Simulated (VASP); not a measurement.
Set up this calculation in VASP 6.6.1, as the native input.

```
Task                   : single point
Functional             : PBE
Potentials or basis    : VASP PAW PBE potentials, release 64 (Nb_sv)
Cutoff                 : 500 eV
k mesh                 : 8 × 8 × 8
Occupations            : methfessel-paxton, width 0.05 eV
Spin                   : no spin polarisation
Dipole correction      : no
Further INCAR settings : ALGO = Normal; EDIFF = 1e-06; NBANDS = 12
```

The structure of Nb lies in POSCAR:

```
Nb
1.0
   -1.6563047490      1.6563047490      1.6563047490
    1.6563047490     -1.6563047490      1.6563047490
    1.6563047490      1.6563047490     -1.6563047490
Nb
1
Direct
    0.0000000000      0.0000000000      0.0000000000
```

These files were run (other wordings do the same):

INCAR

```
PREC = Accurate
ENCUT = 500
EDIFF = 1E-6
ISMEAR = 1
SIGMA = 0.05
LREAL = False
LASPH = True
NELM = 120
ALGO = Normal
ISIF = 2
LWAVE = False
LCHARG = False
GGA = PE
NBANDS = 12
GGA_COMPAT = False
```

KPOINTS

```
regular mesh
0
Gamma
  8 8 8
```

Potentials or basis: VASP PAW PBE potentials, release 64 (Nb_sv).

Command:

```console
$ cat potpaw_PBE.64/Nb_sv/POTCAR > POTCAR
$ mpirun -np 1 vasp_std > vasp.out
```

Results of the run:

```yaml
Pressure: -0.3 GPa
```

It took 4.1 s on 1 thread of Intel(R) Xeon(R) Platinum 8375C CPU @ 2.90GHz (Ice Lake), on a shared host, peak memory 0.13 GiB.
